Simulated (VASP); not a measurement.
# PbS in VASP: single point with PBEsol

Aim: the single point of PbS with PBEsol.

Program: VASP 6.6.1. These are calculated values, not measurements. Logs are shortened: lines on timing, memory, paths and dates and some standing lists are left out, and cuts for length are marked.

## (1) The cell of the first run

The cell holds a slab with vacuum, 4 atoms: a = 4.130 Å, b = 4.130 Å, c = 11.759 Å, α = 93.75°, β = 93.75°, γ = 89.21°.

## (2) Single point, PBEsol

File INCAR:

```
ALGO = Normal ; EDIFF = 1E-6
ENCUT = 520 ; GGA = PS
ISIF = 2 ; ISMEAR = 0
LASPH = T ; LCHARG = T
LELF = T ; LREAL = F
LVHAR = T ; LWAVE = F
NBANDS = 28 ; NELM = 60
PREC = Accurate ; SIGMA = 0.01
```

File KPOINTS:

```
k-points
0
Gamma
  6 6 2
```

File POSCAR:

```
PbS
1.0
    2.9405000000     -2.9000000000      0.0000000000
    2.9405000000      2.9000000000      0.0000000000
   -1.0800549100      0.0000000000     11.7092938500
Pb S
2 2
Direct
    0.7755999989      0.7755999989      0.6363800000
    0.2243999994      0.2243999994      0.3636200000
    0.2683999999      0.2683999999      0.5986000001
    0.7316000001      0.7316000001      0.4013999999
```

Potentials or basis: VASP PAW PBE potentials, release 64 (Pb_d, S).

Run with:

```
cat potpaw_PBE.64/Pb_d/POTCAR potpaw_PBE.64/S/POTCAR > POTCAR
mpirun -np 1 vasp_std > vasp.out
```

OUTCAR:

```text
EDIFF = 1E-6
   ENCUT = 520
   GGA = PS
   ISIF = 2
   ISMEAR = 0
   LASPH = T
   LREAL = F
   NELM = 60
   PREC = Accurate

 ion  position               nearest neighbor table
   1  0.776  0.776  0.636-   4 2.75   3 2.93   3 2.93   3 2.97   3 2.98
   2  0.224  0.224  0.364-   3 2.75   4 2.93   4 2.93   4 2.97   4 2.98
   3  0.268  0.268  0.599-   2 2.75   1 2.93   1 2.93   1 2.97   1 2.98
   4  0.732  0.732  0.401-   1 2.75   2 2.93   2 2.93   2 2.97   2 2.98

  LATTYP: Found a base centered monoclinic cell.
 ALAT       =     5.8810000000
 B/A-ratio  =     0.9862268322
 C/A-ratio  =     1.9994898832
 COS(beta)  =    -0.0918492142

  Lattice vectors:

 A1 = (   2.9405000000,  -2.9000000000,   0.0000000000)
 A2 = (   2.9405000000,   2.9000000000,   0.0000000000)
 A3 = (  -1.0800549100,   0.0000000000,  11.7092938500)

Analysis of symmetry for initial positions (statically):
=====================================================================
 Subroutine PRICEL returns:
 Original cell was already a primitive cell.

 Routine SETGRP: Setting up the symmetry group for a
 base centered monoclinic supercell.

 Subroutine GETGRP returns: Found  4 space group operations
 (whereof  4 operations were pure point group operations)
 out of a pool of  4 trial point group operations.

The static configuration has the point symmetry C_2h.

Analysis of symmetry for dynamics (positions and initial velocities):
=====================================================================
 Subroutine PRICEL returns:
 Original cell was already a primitive cell.

 Routine SETGRP: Setting up the symmetry group for a
 base centered monoclinic supercell.

 Subroutine GETGRP returns: Found  4 space group operations
 (whereof  4 operations were pure point group operations)
 out of a pool of  4 trial point group operations.

The dynamic configuration has the point symmetry C_2h.

 Subroutine INISYM returns: Found  4 space group operations
 (whereof  4 operations are pure point group operations),
 and found     1 'primitive' translations

----------------------------------------------------------------------------------------

                                     Primitive cell

  volume of cell :     199.7008

  direct lattice vectors                    reciprocal lattice vectors
     2.940500000 -2.900000000  0.000000000     0.170039109 -0.172413793  0.015684257
     2.940500000  2.900000000  0.000000000     0.170039109  0.172413793  0.015684257
    -1.080054910  0.000000000 11.709293850     0.000000000  0.000000000  0.085402247

  length of vectors
     4.129956447  4.129956447 11.759000003     0.242663987  0.242663987  0.085402247

  position of ions in fractional coordinates (direct lattice)
     0.775599999  0.775599999  0.636380000
     0.224399999  0.224399999  0.363620000
     0.268400000  0.268400000  0.598600000
     0.731600000  0.731600000  0.401400000

  ion indices of the primitive-cell ions
   primitive index   ion index
                 1           1
                 2           2
                 3           3
                 4           4

----------------------------------------------------------------------------------------

 KPOINTS: k-points

Automatic generation of k-mesh.
 Grid dimensions read from file:
 generate k-points for:    6    6    2

 Generating k-lattice:

  Cartesian coordinates                     Fractional coordinates (reciprocal lattice)
     0.028339851 -0.028735632  0.002614043     0.166666667  0.000000000  0.000000000
     0.028339851  0.028735632  0.002614043     0.000000000  0.166666667  0.000000000
     0.000000000  0.000000000  0.042701123     0.000000000  0.000000000  0.500000000

  Length of vectors
     0.040443998  0.040443998  0.042701123

  Shift w.r.t. Gamma in fractional coordinates (k-lattice)
     0.000000000  0.000000000  0.000000000

 Subroutine IBZKPT returns following result:
 ===========================================

 Found     26 irreducible k-points:

 Following reciprocal coordinates:
            Coordinates               Weight
  0.000000  0.000000  0.000000      1.000000
  0.166667  0.000000  0.000000      4.000000
  0.333333  0.000000 -0.000000      4.000000
  0.500000  0.000000  0.000000      2.000000
  0.166667  0.166667  0.000000      2.000000
  0.333333  0.166667  0.000000      4.000000
[... 16 lines left out ...]
  0.333333  0.333333  0.500000      2.000000
  0.500000  0.333333  0.500000      4.000000
 [... further k-points ...]
   k-points           NKPTS =     26   k-points in BZ     NKDIM =     26   number of bands    NBANDS=     28
   number of dos      NEDOS =    301   number of ions     NIONS =      4
   total plane-waves  NPLWV =  92160
   dimension x,y,z NGX =    32 NGY =   32 NGZ =   90
   dimension x,y,z NGXF=    64 NGYF=   64 NGZF=  180
   ions per type =               2   2
   NGX,Y,Z   is equivalent  to a cutoff of  12.88, 12.88, 12.72 a.u.
   NGXF,Y,Z  is equivalent  to a cutoff of  25.76, 25.76, 25.45 a.u.
 SYSTEM =  unknown system
   PREC   = accura    normal or accurate (medium, high low for compatibility)
   ISTART =      0    job   : 0-new  1-cont  2-samecut
   ICHARG =      2    charge: 1-file 2-atom 10-const
   ISPIN  =      1    spin polarized calculation?
   LNONCOLLINEAR =      F non collinear calculations
   LSORBIT =      F    spin-orbit coupling
   LASPH  =      T    aspherical Exc in radial PAW
   ENCUT  =  520.0 eV  38.22 Ry    6.18 a.u.   7.68  7.68 21.86*2*pi/ulx,y,z
   NELM   =     60;   NELMIN=  2; NELMDL= -5     # of ELM steps
   EDIFF  = 0.1E-05   stopping-criterion for ELM
   LREAL  =      F    real-space projection
   EDIFFG = 0.1E-04   stopping-criterion for IOM
   NSW    =      0    number of steps for IOM
   IBRION =     -1    ionic relax: 0-MD 1-quasi-New 2-CG
   NFREE  =      0    steps in history (QN), initial steepest desc. (CG)
   ISIF   =      2    stress and relaxation
   ISYM   =      2    0-nonsym 1-usesym 2-fastsym
   POTIM  = 0.5000    time-step for ionic-motion
   TEBEG  =    0.0;   TEEND  =   0.0 temperature during run
   PSTRESS=    0.0 pullay stress
   NELECT =      40.0000    total number of electrons
   NUPDOWN=      -1.0000    fix difference up-down
   EMIN   =  10.00;   EMAX   =-10.00  energy-range for DOS
   EFERMI =   0.00;   METHOD = LEGACY
   ISMEAR =     0;   SIGMA  =   0.01  broadening in eV -4-tet -1-fermi 0-gaus
   EFERMI_NEDOS =   21; number of points for ismear=-14 and -15
   IALGO  =     38    algorithm
   IMIX   =      4    mixing-type and parameters
     AMIX     =   0.40;   BMIX     =  1.00
     AMIX_MAG =   1.60;   BMIX_MAG =  1.00
  volume/ion in A,a.u.               =      49.93       336.91
  Fermi-wavevector in a.u.,A,eV,Ry     =   0.957859  1.810091 12.483259  0.917494
  Thomas-Fermi vector in A             =   2.086915
   LORBIT       =      0    0 simple, 1 ext, 2 COOP (PROOUT), +10 PAW based schemes
   GGA     = PS    functional components
   LHFCALC =     F    Hartree Fock is set to
   AEXX    =    0.0000 exact exchange contribution
   IVDW    =     0    specifies the selected vdW correction
   LEPSILON=     F    determine dielectric tensor
   LRPA    =     F    only Hartree local field effects (RPA)
 non-spin polarized calculation
 Gauss-broadening in eV      SIGMA  =   0.01
  energy-cutoff  :      520.00
  volume of cell :      199.70
 maximum number of plane-waves:      5393
   NGX = 15   NGY = 15   NGZ = 43

 number of electron      40.0000009 magnetization

 Free energy of the ion-electron system (eV)
  ---------------------------------------------------
  ext. energy  EPLUGINS =         0.00000000
  ---------------------------------------------------
  free energy    TOTEN  =       -18.42216853 eV

  energy without entropy =      -18.42216853  energy(sigma->0) =      -18.42216853

 E-fermi :   0.6841     XC(G=0):  -5.9536

 val. band max:        0.6237856136   @ k =   0.0000   0.0000   0.0000
 cond. band min:       1.8731506164   @ k =   0.0000   0.0000   0.5000
 fundamental gap:      1.2493650028
 Fermi energy:         0.6840989011

 k-point     1 :       0.0000    0.0000    0.0000
  band No.  band energies     occupation
      1     -15.6595      2.00000
      2     -15.5718      2.00000
      3     -15.5715      2.00000
      4     -15.5628      2.00000
      5     -15.5336      2.00000
      6     -15.5291      2.00000
[... 20 lines left out ...]
     27       6.8914      0.00000
     28       7.1352      0.00000

 k-point     2 :       0.1667    0.0000    0.0000
  band No.  band energies     occupation
      1     -15.6457      2.00000
      2     -15.5706      2.00000
      3     -15.5614      2.00000
      4     -15.5508      2.00000
      5     -15.5350      2.00000
      6     -15.5310      2.00000
[... 20 lines left out ...]
     27       6.2841      0.00000
     28       6.7952      0.00000

 k-point     3 :       0.3333    0.0000   -0.0000
  band No.  band energies     occupation
      1     -15.6176      2.00000
      2     -15.5765      2.00000
      3     -15.5470      2.00000
      4     -15.5442      2.00000
      5     -15.5436      2.00000
      6     -15.5350      2.00000
[... 20 lines left out ...]
     27       5.8878      0.00000
     28       7.1912      0.00000

 k-point     4 :       0.5000    0.0000    0.0000
  band No.  band energies     occupation
      1     -15.5930      2.00000
      2     -15.5926      2.00000
      3     -15.5518      2.00000
      4     -15.5517      2.00000
      5     -15.5420      2.00000
      6     -15.5419      2.00000
[... 578 lines left out ...]
     27       5.7238      0.00000
     28       7.0769      0.00000

 k-point    23 :       0.3333    0.3333    0.5000
  band No.  band energies     occupation
      1     -15.6366      2.00000
      2     -15.6199      2.00000
      3     -15.5508      2.00000
      4     -15.5458      2.00000
      5     -15.5457      2.00000
      6     -15.5341      2.00000
[... 20 lines left out ...]
     27       6.5933      0.00000
     28       7.4258      0.00000

 k-point    24 :       0.5000    0.3333    0.5000
  band No.  band energies     occupation
      1     -15.6436      2.00000
      2     -15.6424      2.00000
      3     -15.5537      2.00000
      4     -15.5501      2.00000
      5     -15.5381      2.00000
      6     -15.5367      2.00000
[... 20 lines left out ...]
     27       7.4415      0.00000
     28       7.5858      0.00000

 [... further k-points ...]

------------------------ aborting loop because EDIFF is reached ----------------------------------------

  FORCE on cell =-STRESS in cart. coord.  units (eV):
  Direction    XX          YY          ZZ          XY          YZ          ZX
  --------------------------------------------------------------------------------------
  -------------------------------------------------------------------------------------
  Total       -1.2584603     -0.2103857     -2.6394733      0.0000000      0.0000000     -0.0126248
  in kB      -10.0964850     -1.6879011    -21.1761975      0.0000000      0.0000000     -0.1012870
  external PRESSURE =     -10.9868612 kB  Pullay stress =       0.0000000 kB

 VOLUME and BASIS-vectors are now :
 -----------------------------------------------------------------------------
  energy-cutoff  :      520.00
  volume of cell :      199.70
      direct lattice vectors                 reciprocal lattice vectors
     2.940500000 -2.900000000  0.000000000     0.170039109 -0.172413793  0.015684257
     2.940500000  2.900000000  0.000000000     0.170039109  0.172413793  0.015684257
    -1.080054910  0.000000000 11.709293850     0.000000000  0.000000000  0.085402247

 POSITION                                       TOTAL-FORCE (eV/Angst)
 -----------------------------------------------------------------------------------
      3.87398      0.00000      7.45156        -0.001449      0.000000     -0.675220
      0.92697      0.00000      4.25773         0.001449      0.000000      0.675220
      0.93194      0.00000      7.00918        -0.003945      0.000000     -0.186612
      3.86901      0.00000      4.70011         0.003945      0.000000      0.186612
 -----------------------------------------------------------------------------------
    total drift:                                0.000008      0.000000     -0.000000

  FREE ENERGIE OF THE ION-ELECTRON SYSTEM (eV)
  ---------------------------------------------------
  free  energy   TOTEN  =       -18.4221685277 eV

  energy  without entropy=      -18.4221685277  energy(sigma->0) =      -18.42216853
```

Run time: 94 s. Hardware: 1 thread of Intel Xeon Platinum 8375C at 2.90GHz (Ice Lake), shared host; peak memory 0.35 GiB.

What came out:

```yaml
Free_energy: -18.4222 eV
Largest_force: 0.675 eV/Å
Band_gap_on_the_k_mesh: 1.25 eV, direct
```

Forces on the atoms (eV/Å):
```
Pb  -0.001  0.000 -0.675
Pb   0.001  0.000  0.675
S   -0.004  0.000 -0.187
S    0.004  0.000  0.187
```

Levels at points of the mesh, in eV from the valence-band top:
```csv
k point,band 16,band 17,band 18,band 19,band 20,band 21,band 22,band 23,band 24,band 25
"(0.00, 0.00, 0.00)",-2.59,-2.44,-1.46,-1.34,0.00,1.37,3.13,4.85,5.14,5.39
"(0.50, 0.00, 0.00)",-1.95,-1.01,-1.01,-0.37,-0.37,2.01,2.01,3.09,3.09,3.36
"(0.50, 0.50, 0.00)",-4.31,-2.97,-2.94,-1.55,-1.45,3.69,3.81,4.57,4.65,4.65
"(0.00, 0.00, 0.50)",-2.59,-2.44,-1.46,-1.34,0.00,1.25,3.86,4.48,4.85,5.14
"(0.50, 0.00, 0.50)",-1.95,-1.01,-1.01,-0.37,-0.37,2.01,2.01,3.08,3.09,3.31
"(0.50, 0.50, 0.50)",-4.31,-2.97,-2.94,-1.55,-1.45,3.68,3.78,4.58,4.64,4.68
```

Caveat: the PAW data sets were made with another functional, which shifts forces and pressure a little; spin-orbit coupling is left out, which moves the levels of the heavy elements.
